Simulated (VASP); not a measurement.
Input of a VASP 6.6.1 run:

File INCAR:

```
  PREC = Accurate
  ENCUT = 600
  EDIFF = 1E-6
  ISMEAR = -1
  SIGMA = 0.05
  LREAL = F
  LASPH = T
  NELM = 80
  ALGO = Normal
  ISIF = 3
  LWAVE = F
  LCHARG = F
  GGA = B5
  ALDAX = 1.0
  AGGAX = 1.0
  AGGAC = 1.0
  ALDAC = 0.0
  IVDW = 12
  VDW_S6 = 1.0
  VDW_S8 = 2.6996
  VDW_A1 = 0.4298
  VDW_A2 = 4.2359
  IBRION = 2
  NSW = 60
  EDIFFG = -0.01
```

KPOINTS

```
Automatic mesh
0
Gamma
  10 10 6
```

File POSCAR:

```
CuO
1.0
    3.1795331000      0.0000000000      0.0000000000
   -1.5897665500      2.7535564400      0.0000000000
    0.0000000000      0.0000000000      4.4314907300
Cu O
2 2
Direct
    0.0000000000      0.0000000000      0.0000000000
    0.0000000000      0.0000000000      0.5000000000
    0.3333333333      0.6666666667      0.2500000000
    0.6666666667      0.3333333333      0.7500000000
```

Potentials or basis: VASP PAW PBE potentials, release 64 (Cu, O).

Run with:

```console
$ cat potpaw_PBE.64/Cu/POTCAR potpaw_PBE.64/O/POTCAR > POTCAR
$ mpirun -np 1 vasp_std > vasp.out
```

What does it give for the space group after relaxing (to 0.1 Å)?

P6_3/mmc (No. 194).

Estimate the band gap on the k mesh.

zero (bands 17 and 18 overlap by 1.00 eV).

Predict the relaxed cell.

a = 2.947 Å, b = 2.947 Å, c = 5.068 Å, α = 90.00°, β = 90.00°, γ = 120.00°.

Final structure:
```
CELL_PARAMETERS angstrom
2.94681 0.00000 0.00000
-1.47341 2.55201 0.00000
0.00000 0.00000 5.06761
ATOMIC_POSITIONS crystal
Cu 0.00000 0.00000 0.00000
Cu 0.00000 0.00000 0.50000
O 0.33333 0.66667 0.25000
O 0.66667 0.33333 0.75000
```

Caveat: semilocal functionals often make such compounds metallic where correlation or magnetic order opens a gap, which also shifts bond lengths. With open d or f shells a metallic result of BLYP can be an artefact of self-interaction; +U or a hybrid may open a gap.
